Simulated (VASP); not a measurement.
Here is a VASP 6.6.1 calculation.

Contents of POSCAR:

```
Ag
1.0
    0.0000000000      2.0427500000      2.0427500000
    2.0427500000      0.0000000000      2.0427500000
    2.0427500000      2.0427500000      0.0000000000
Ag
1
Direct
    0.0000000000      0.0000000000      0.0000000000
```

Contents of INCAR.step1:

```
PREC = Accurate
ENCUT = 600
ISMEAR = -1
SIGMA = 0.05
LREAL = False
LASPH = True
NELM = 60
GGA = PE
ALGO = Normal
EDIFF = 1E-4
LWAVE = True
LCHARG = False
```

The input INCAR.step2:

```
PREC = Accurate
ENCUT = 600
EDIFF = 1E-7
ISMEAR = -1
SIGMA = 0.05
LREAL = False
LASPH = True
NELM = 60
ALGO = Normal
ISIF = 3
LWAVE = False
LCHARG = False
METAGGA = R2SCAN
LMIXTAU = True
LUSE_VDW = True
IVDW_NL = 2
BPARAM = 11.95
CPARAM = 0.0093
IBRION = 2
NSW = 60
EDIFFG = -0.01
ISTART = 1
```

The input KPOINTS:

```
regular mesh
0
Gamma
  11 11 11
```

Potentials or basis: VASP PAW PBE potentials, release 64 (Ag).

Command:

```bash
$ cat potpaw_PBE.64/Ag/POTCAR > POTCAR
$ cp INCAR.step1 INCAR
$ mpirun -np 1 vasp_std > vasp.out
$ cp INCAR.step2 INCAR
$ mpirun -np 1 vasp_std > vasp.out
```

Estimate the relaxed volume.

16.96 Å³/atom.

Predict the relaxed cell.

a = 2.884 Å, b = 2.884 Å, c = 2.884 Å, α = 60.00°, β = 60.00°, γ = 60.00°.

What does it give for the band gap on the k mesh?

Zero (an odd number of electrons rules out a gap without spin polarisation).

Step by step:
```
step  energy change (eV)  largest force (eV/Å)  pressure (GPa)  volume (Å³)
   1              0.0000                0.0000           -0.54        17.05
   2             -0.0001                0.0000            0.41        16.91
   3             -0.0001                0.0000            0.01        16.96
```

Caveat: the PAW data sets were made with another functional, which shifts forces and pressure a little.
